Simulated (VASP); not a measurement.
A run of VASP 6.6.1 is set up as follows.

The input INCAR:

```
SYSTEM = Ni2H
  PREC = Accurate
  ENCUT = 520
  EDIFF = 1E-6
  ISMEAR = -1
  SIGMA = 0.15
  LREAL = .False.
  LASPH = .True.
  NELM = 60
  ALGO = Normal
  ISIF = 2
  LWAVE = .False.
  LCHARG = .True.
  GGA = CA
  LELF = .True.
  LVHAR = .True.
  NBANDS = 18
```

KPOINTS

```
regular mesh
0
Gamma
  18 18 10
  0 0 0
```

Contents of POSCAR:

```
Ni2H
1.0
    2.4739564205      0.0000000000      0.0000000000
   -1.2369782103      2.1425091080      0.0000000000
    0.0000000000      0.0000000000      4.0908054890
Ni H
2 1
Direct
    0.6666666667      0.3333333333      0.7682928279
    0.3333333333      0.6666666667      0.2877071722
    0.0000000000      0.0000000000      0.0280000000
```

Potentials or basis: VASP PAW LDA potentials, release 64 (Ni, H).

The run is started by

```console
$ cat potpaw_LDA.64/Ni/POTCAR potpaw_LDA.64/H/POTCAR > POTCAR
$ mpirun -np 1 vasp_std > vasp.out
```

(1) Estimate the pressure.

(2) Estimate the largest force.

(3) Predict the band gap on the k mesh.

Results:

(1) 5.3 GPa.

(2) 0.017 eV/Å.

(3) zero (an odd number of electrons rules out a gap without spin polarisation).

Caveat: the cell stands under pressure.
